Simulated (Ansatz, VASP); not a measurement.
# One calculation of PbS, two programs

File INCAR:

```
PREC = Accurate
ENCUT = 500
EDIFF = 1E-6
ISMEAR = 0
SIGMA = 0.01
LREAL = False
LASPH = True
NELM = 120
ALGO = Normal
ISIF = 2
LWAVE = False
LCHARG = False
GGA = B5
ALDAX = 1.0
AGGAX = 1.0
AGGAC = 1.0
ALDAC = 0.0
NBANDS = 17
GGA_COMPAT = False
```

The input KPOINTS:

```
regular mesh
0
Gamma
  6 6 6
```

Contents of POSCAR:

```
PbS
1.0
    2.1126620000      1.2197460000      3.4519160000
   -2.1126620000      1.2197460000      3.4519160000
    0.0000000000     -2.4394920000      3.4519160000
Pb S
1 1
Direct
    0.9805660000      0.9805660000      0.9805660000
    0.4750360000      0.4750360000      0.4750360000
```

Input for Ansatz:

```yaml
crystal:
  lattice:
    - [2.112662, 1.219746, 3.451916]
    - [-2.112662, 1.219746, 3.451916]
    - [0.0, -2.439492, 3.451916]
  atoms:
    - { symbol: Pb, position: [0.980566, 0.980566, 0.980566] }
    - { symbol: S, position: [0.475036, 0.475036, 0.475036] }
kpoints:
  mp_grid:
    grid: [6, 6, 6]
hamiltonian:
  xc: blyp
scf:
  convergence:
    dr2_threshold: 1.0e-10
  occupations:
    method: fixed
output:
  stress: true
  eigenvalues: true
```

Alike in both runs: task single point; functional BLYP; k mesh 6 × 6 × 6; no spin polarisation.

|  | VASP | Ansatz |
| --- | --- | --- |
| version | VASP 6.6.1 | Ansatz 0.2.0 |
| potentials or method | VASP PAW PBE potentials, release 64 (Pb_d, S) | plane waves, PAW |
| plane-wave cutoff (eV) | 500 | 420 |
| occupations | gaussian, width 0.01 eV | fixed |
| valence electrons in the cell | 20 | 20 |

VASP gave:

```
gap on the k mesh at the Fermi level (eV) : 0.57
pressure (GPa)                            : 4.4
```

Question: Estimate Ansatz's values.

Answer: gap on the k mesh at the Fermi level (eV): 0.58; pressure (GPa): 4.4.

VASP's potentials were made for PBE, not for BLYP.

Spin-orbit coupling is off throughout.
